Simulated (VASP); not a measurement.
# Ga4O (P-6m2) in VASP: further runs, part 2 of 2

VASP 6.6.1. The steps go on from the part before.

### 5 Relaxation of cell and atoms, PBE

This run uses another cell than the first one, of 17.36 Å³/atom.

Input file INCAR:

```
SYSTEM = Ga4O
  PREC = Accurate
  ENCUT = 600
  EDIFF = 1E-7
  ISMEAR = 0
  SIGMA = 0.1
  LREAL = .FALSE.
  LASPH = .TRUE.
  NELM = 100
  ALGO = Normal
  ISIF = 3
  LWAVE = .FALSE.
  LCHARG = .FALSE.
  GGA = PE
  IBRION = 2
  NSW = 90
  EDIFFG = -0.04
```

Input file KPOINTS:

```
regular mesh
0
G
  3 3 6
  0 0 0
```

Input file POSCAR:

```
Ga4O
1.0
    6.0053317635      0.0000000000      0.0000000000
   -3.0026658817      5.2007698653      0.0000000000
    0.0000000000      0.0000000000      2.7786294585
Ga O
4 1
Direct
    0.1625743836      0.8374256164      0.5000000000
    0.1625743836      0.3251487672      0.5000000000
    0.6748512328      0.8374256164      0.5000000000
    0.6666666667      0.3333333333      0.5000000000
    0.3333333333      0.6666666667      0.0000000000
```

Potentials or basis: VASP PAW PBE potentials, release 64 (Ga_d, O).

On the command line:

```
$ cat potpaw_PBE.64/Ga_d/POTCAR potpaw_PBE.64/O/POTCAR > POTCAR
$ mpirun -np 1 vasp_std > vasp.out
```

OUTCAR:

```text
SYSTEM = Ga4O
   PREC = Accurate
   ENCUT = 600
   EDIFF = 1E-7
   ISMEAR = 0
   LREAL = .FALSE.
   LASPH = .TRUE.
   NELM = 100
   ISIF = 3
   GGA = PE
   IBRION = 2
   NSW = 90
   EDIFFG = -0.04

 ion  position               nearest neighbor table
   1  0.163  0.837  0.500-   5 2.25   5 2.25
   2  0.163  0.325  0.500-   5 2.25   5 2.25
   3  0.675  0.837  0.500-   5 2.25   5 2.25
   4  0.667  0.333  0.500-
   5  0.333  0.667  0.000-   1 2.25   1 2.25   2 2.25   2 2.25   3 2.25   3 2.25

  LATTYP: Found a hexagonal cell.
 ALAT       =     6.0053317635
 C/A-ratio  =     0.4626937475

  Lattice vectors:

 A1 = (   6.0053317635,   0.0000000000,   0.0000000000)
 A2 = (  -3.0026658817,   5.2007698653,   0.0000000000)
 A3 = (   0.0000000000,   0.0000000000,   2.7786294585)

Analysis of symmetry for initial positions (statically):
=====================================================================
 Subroutine PRICEL returns:
 Original cell was already a primitive cell.

 Routine SETGRP: Setting up the symmetry group for a
 hexagonal supercell.

 Subroutine GETGRP returns: Found 12 space group operations
 (whereof 12 operations were pure point group operations)
 out of a pool of 24 trial point group operations.

The static configuration has the point symmetry D_3h.

Analysis of symmetry for dynamics (positions and initial velocities):
=====================================================================
 Subroutine PRICEL returns:
 Original cell was already a primitive cell.

 Routine SETGRP: Setting up the symmetry group for a
 hexagonal supercell.

 Subroutine GETGRP returns: Found 12 space group operations
 (whereof 12 operations were pure point group operations)
 out of a pool of 24 trial point group operations.

The dynamic configuration has the point symmetry D_3h.

 Subroutine INISYM returns: Found 12 space group operations
 (whereof 12 operations are pure point group operations),
 and found     1 'primitive' translations

----------------------------------------------------------------------------------------

                                     Primitive cell

  volume of cell :      86.7831

  direct lattice vectors                    reciprocal lattice vectors
     6.005331764  0.000000000  0.000000000     0.166518694  0.096139613  0.000000000
    -3.002665882  5.200769865  0.000000000     0.000000000  0.192279225  0.000000000
     0.000000000  0.000000000  2.778629459     0.000000000  0.000000000  0.359889656

  length of vectors
     6.005331764  6.005331763  2.778629459     0.192279225  0.192279225  0.359889656

  position of ions in fractional coordinates (direct lattice)
     0.162574384  0.837425616  0.500000000
     0.162574384  0.325148767  0.500000000
     0.674851233  0.837425616  0.500000000
     0.666666667  0.333333333  0.500000000
     0.333333333  0.666666667  0.000000000

  ion indices of the primitive-cell ions
   primitive index   ion index
                 1           1
                 2           2
                 3           3
                 4           4
                 5           5

----------------------------------------------------------------------------------------

 KPOINTS: regular mesh

Automatic generation of k-mesh.
 Grid dimensions read from file:
 generate k-points for:    3    3    6

 Generating k-lattice:

  Cartesian coordinates                     Fractional coordinates (reciprocal lattice)
     0.055506231  0.032046538  0.000000000     0.333333333  0.000000000  0.000000000
     0.000000000  0.064093075  0.000000000     0.000000000  0.333333333  0.000000000
     0.000000000  0.000000000  0.059981609     0.000000000  0.000000000  0.166666667

  Length of vectors
     0.064093075  0.064093075  0.059981609

  Shift w.r.t. Gamma in fractional coordinates (k-lattice)
     0.000000000  0.000000000  0.000000000

 Subroutine IBZKPT returns following result:
 ===========================================

 Found     12 irreducible k-points:

 Following reciprocal coordinates:
            Coordinates               Weight
  0.000000  0.000000  0.000000      1.000000
  0.333333 -0.000000  0.000000      6.000000
  0.333333  0.333333  0.000000      2.000000
  0.000000  0.000000  0.166667      2.000000
  0.333333 -0.000000  0.166667     12.000000
  0.333333  0.333333  0.166667      4.000000
  0.000000  0.000000  0.333333      2.000000
  0.333333 -0.000000  0.333333     12.000000
  0.333333  0.333333  0.333333      4.000000
  0.000000  0.000000  0.500000      1.000000
  0.333333 -0.000000  0.500000      6.000000
  0.333333  0.333333  0.500000      2.000000
   k-points           NKPTS =     12   k-points in BZ     NKDIM =     12   number of bands    NBANDS=     34
   number of dos      NEDOS =    301   number of ions     NIONS =      5
   total plane-waves  NPLWV =  55296
   dimension x,y,z NGX =    48 NGY =   48 NGZ =   24
   dimension x,y,z NGXF=    96 NGYF=   96 NGZF=   48
   ions per type =               4   1
   NGX,Y,Z   is equivalent  to a cutoff of  13.29, 13.29, 14.36 a.u.
   NGXF,Y,Z  is equivalent  to a cutoff of  26.58, 26.58, 28.72 a.u.
 SYSTEM =  Ga4O
   PREC   = accura    normal or accurate (medium, high low for compatibility)
   ISTART =      0    job   : 0-new  1-cont  2-samecut
   ICHARG =      2    charge: 1-file 2-atom 10-const
   ISPIN  =      1    spin polarized calculation?
   LNONCOLLINEAR =      F non collinear calculations
   LSORBIT =      F    spin-orbit coupling
   LASPH  =      T    aspherical Exc in radial PAW
   ENCUT  =  600.0 eV  44.10 Ry    6.64 a.u.  11.99 11.99  5.55*2*pi/ulx,y,z
   NELM   =    100;   NELMIN=  2; NELMDL= -5     # of ELM steps
   EDIFF  = 0.1E-06   stopping-criterion for ELM
   LREAL  =      F    real-space projection
   EDIFFG = -.4E-01   stopping-criterion for IOM
   NSW    =     90    number of steps for IOM
   IBRION =      2    ionic relax: 0-MD 1-quasi-New 2-CG
   NFREE  =      1    steps in history (QN), initial steepest desc. (CG)
   ISIF   =      3    stress and relaxation
   ISYM   =      2    0-nonsym 1-usesym 2-fastsym
   POTIM  = 0.5000    time-step for ionic-motion
   TEBEG  =    0.0;   TEEND  =   0.0 temperature during run
   PSTRESS=    0.0 pullay stress
   NELECT =      58.0000    total number of electrons
   NUPDOWN=      -1.0000    fix difference up-down
   EMIN   =  10.00;   EMAX   =-10.00  energy-range for DOS
   EFERMI =   0.00;   METHOD = LEGACY
   ISMEAR =     0;   SIGMA  =   0.10  broadening in eV -4-tet -1-fermi 0-gaus
   EFERMI_NEDOS =   21; number of points for ismear=-14 and -15
   IALGO  =     38    algorithm
   IMIX   =      4    mixing-type and parameters
     AMIX     =   0.40;   BMIX     =  1.00
     AMIX_MAG =   1.60;   BMIX_MAG =  1.00
  volume/ion in A,a.u.               =      17.36       117.13
  Fermi-wavevector in a.u.,A,eV,Ry     =   1.431328  2.704817 27.874241  2.048699
  Thomas-Fermi vector in A             =   2.551076
   LORBIT       =      0    0 simple, 1 ext, 2 COOP (PROOUT), +10 PAW based schemes
   GGA     = PE    functional components
   LHFCALC =     F    Hartree Fock is set to
   AEXX    =    0.0000 exact exchange contribution
   IVDW    =     0    specifies the selected vdW correction
   LEPSILON=     F    determine dielectric tensor
   LRPA    =     F    only Hartree local field effects (RPA)
 conjugate gradient relaxation of ions
 non-spin polarized calculation
 Gauss-broadening in eV      SIGMA  =   0.10
  energy-cutoff  :      600.00
  volume of cell :       86.78
 maximum number of plane-waves:      2921
 NGX is ok and might be reduce to    48
   NGX = 23   NGY = 23   NGZ = 11

--------------------------------------- Ionic step        1  -------------------------------------------

 number of electron      57.9999992 magnetization

 Free energy of the ion-electron system (eV)
  ---------------------------------------------------
  ext. energy  EPLUGINS =         0.00000000
  ---------------------------------------------------
  free energy    TOTEN  =       -17.50969248 eV

  energy without entropy =      -17.49020621  energy(sigma->0) =      -17.49994935

------------------------ aborting loop because EDIFF is reached ----------------------------------------

  FORCE on cell =-STRESS in cart. coord.  units (eV):
  Direction    XX          YY          ZZ          XY          YZ          ZX
  --------------------------------------------------------------------------------------
  -------------------------------------------------------------------------------------
  Total        1.4743867      1.4743867     -1.6334557      0.0000000     -0.0000000      0.0000000
  in kB       27.2199117     27.2199117    -30.1566198      0.0000000     -0.0000000      0.0000000
  external PRESSURE =       8.0944012 kB  Pullay stress =       0.0000000 kB
[... 141 lines left out ...]
  energy  without entropy=      -17.5824185170  energy(sigma->0) =      -17.59191206

--------------------------------------- Ionic step        5  -------------------------------------------

 number of electron      57.9999994 magnetization

 Free energy of the ion-electron system (eV)
  ---------------------------------------------------
  ext. energy  EPLUGINS =         0.00000000
  ---------------------------------------------------
  free energy    TOTEN  =       -17.60142489 eV

  energy without entropy =      -17.58236029  energy(sigma->0) =      -17.59189259

 E-fermi :   4.5513     XC(G=0): -10.6201

 val. band max:        4.5223475777   @ k =   0.0000   0.0000   0.3333
 cond. band min:       4.5760965133   @ k =   0.3333   0.3333   0.5000
 fundamental gap:      0.0537489356
 Fermi energy:         4.5513215545

 k-point     1 :       0.0000    0.0000    0.0000
  band No.  band energies     occupation
      1     -14.6013      2.00000
      2     -10.4327      2.00000
      3     -10.3991      2.00000
      4     -10.3991      2.00000
      5     -10.3492      2.00000
      6     -10.2124      2.00000
[... 465 lines left out ...]
  FREE ENERGIE OF THE ION-ELECTRON SYSTEM (eV)
  ---------------------------------------------------
  free  energy   TOTEN  =       -17.6014248881 eV

  energy  without entropy=      -17.5823602860  energy(sigma->0) =      -17.59189259

 reached required accuracy - stopping structural energy minimisation
```

It took 1.7 min on 1 thread of AMD EPYC 9R45 (Zen 5), shared host; peak memory 0.21 GiB.

Results:

| Property | Result |
| --- | --- |
| Free energy | -17.6014 eV |
| Relaxed volume | 17.87 Å³/atom |
| Relaxed cell | a = 6.213 Å, b = 6.213 Å, c = 2.672 Å, α = 90.00°, β = 90.00°, γ = 120.00° |
| Space group after relaxing (to 0.1 Å) | P-6m2 (No. 187) |
| Energy gained by relaxing | 18.3 meV/atom |
| Ionic steps | 5 |
| Pressure after relaxing | -0.1 GPa |
| Largest force after relaxing | 0.039 eV/Å |
| Band gap on the k mesh | zero (bands 29 and 30 overlap by 1.63 eV) |

Forces on the atoms (eV/Å):
```
Ga   0.033 -0.019  0.000
Ga   0.000  0.039  0.000
Ga  -0.033 -0.019  0.000
Ga   0.000  0.000  0.000
O    0.000  0.000  0.000
```

Step by step:
```
step  energy change (eV)  largest force (eV/Å)  pressure (GPa)  volume (Å³)
   1              0.0000                0.1161            0.81        86.78
   2             -0.0556                0.0972            0.29        87.86
   3             -0.0901                0.0206           -0.14        89.62
   4             -0.0917                0.0429           -0.19        89.28
   5             -0.0917                0.0386           -0.14        89.33
```

Final structure:
```
Ga O
1.0
     6.21315    0.00000    0.00000
    -3.10657    5.38074    0.00000
     0.00000    0.00000    2.67210
Ga O
4 1
Cartesian
  -1.5793 4.4990 1.3360
  0.0000 1.7636 1.3360
  1.5793 4.4990 1.3360
  3.1066 1.7936 1.3360
  0.0000 3.5872 0.0000
```

Caveat: the k points lie up to 0.39 Å⁻¹ apart in the final cell, too coarse for converged energies and pressures of a metal.

### 6 Single point, PBE

This run uses another cell than the first one, of 18.11 Å³/atom.

Input file INCAR:

```
PREC = Accurate
ENCUT = 520
EDIFF = 1E-6
ISMEAR = 0
SIGMA = 0.1
LREAL = False
LASPH = True
NELM = 100
ALGO = Normal
ISIF = 2
LWAVE = False
LCHARG = False
GGA = PE
NBANDS = 37
```

Input file KPOINTS:

```
regular mesh
0
Gamma
  6 6 14
```

Input file POSCAR:

```
Ga4O
1.0
    6.1166620867      0.0000000000      0.0000000000
   -3.0583310433      5.2971847535      0.0000000000
    0.0000000000      0.0000000000      2.7939179410
Ga O
4 1
Direct
    0.1667067268      0.8332932732      0.5000000000
    0.1667067268      0.3334134535      0.5000000000
    0.6665865465      0.8332932732      0.5000000000
    0.6666666667      0.3333333333      0.5000000000
    0.3333333333      0.6666666667      0.0000000000
```

Potentials or basis: VASP PAW PBE potentials, release 64 (Ga_d, O).

On the command line:

```
$ cat potpaw_PBE.64/Ga_d/POTCAR potpaw_PBE.64/O/POTCAR > POTCAR
$ mpirun -np 1 vasp_std > vasp.out
```

Wall time 1.8 min (1 thread of AMD EPYC 9R45 (Zen 5), shared host); peak memory 0.28 GiB.

It converged, with:

```
Free energy            : -17.7542 eV
Pressure               : 0.2 GPa
Largest force          : 0.035 eV/Å
Band gap on the k mesh : zero (bands 29 and 30 overlap by 1.42 eV)
```

Forces in eV/Å, atoms in the order of the input:
```
Ga  -0.030  0.017  0.000
Ga   0.000 -0.035  0.000
Ga   0.030  0.017  0.000
Ga   0.000  0.000  0.000
O    0.000  0.000  0.000
```

Stress tensor (GPa, compression positive):
```
0.15 0.00 0.00
0.00 0.15 0.00
0.00 0.00 0.25
```

Levels at points of the mesh, in eV from the Fermi level:
```csv
k point,band 25,band 26,band 27,band 28,band 29,band 30,band 31,band 32,band 33,band 34
"(0.00, 0.00, 0.00)",-4.83,-3.68,-3.68,-2.89,-0.56,-0.56,0.37,5.43,7.27,7.27
"(0.50, 0.00, 0.00)",-5.01,-3.90,-2.88,-2.41,-0.61,1.20,1.93,2.35,3.92,5.32
"(0.00, 0.00, 0.50)",-4.02,-2.65,-1.21,-1.21,-0.68,-0.07,-0.07,0.66,2.07,2.07
"(0.50, 0.00, 0.50)",-4.54,-2.95,-2.09,-1.36,-0.48,0.50,1.29,2.14,2.95,3.17
```

### 7 The runs side by side

| task | cell | k mesh | cutoff (eV) | gap on the mesh (eV) | pressure (GPa) | largest force (eV/Å) |
| --- | --- | --- | --- | --- | --- | --- |
| single point | a = 6.212, b = 6.212, c = 2.674 Å, angles 90.0, 90.0, 120.0°, 5 atoms, atomic positions A | 3 × 3 × 6 | 520 | none | 0.2 | 0.03 |
| single point | a = 6.005, b = 6.005, c = 2.779 Å, angles 90.0, 90.0, 120.0°, 5 atoms, atomic positions B | 6 × 6 × 4 | 520 | none | 0.1 | 0.05 |
| single point | a = 4.842, b = 4.842, c = 4.684 Å, angles 90.0, 90.0, 120.0°, 5 atoms, atomic positions C | 6 × 6 × 4 | 520 | none | 30.1 | 12.91 |
| relaxation of cell and atoms | relaxed from a = 6.005, b = 6.005, c = 2.779 Å, angles 90.0, 90.0, 120.0°, 5 atoms, atomic positions B | 3 × 3 × 6 | 600 | none | -0.1 | 0.04 |
| single point | a = 6.117, b = 6.117, c = 2.794 Å, angles 90.0, 90.0, 120.0°, 5 atoms, atomic positions D | 6 × 6 × 14 | 520 | none | 0.2 | 0.03 |

Alike in all rows: level PBE; potentials or basis VASP PAW PBE potentials, release 64 (Ga_d, O); no spin polarisation; smearing gaussian 0.1 eV.

Caveats: some runs use coarse meshes; the cell stands under pressure (at least some runs); forces of over 1 eV/Å act on the atoms, so gaps and moduli don't describe the material at rest (at least some runs).

Total energies depend on the potentials used, so only differences within one code and one set of settings carry meaning.
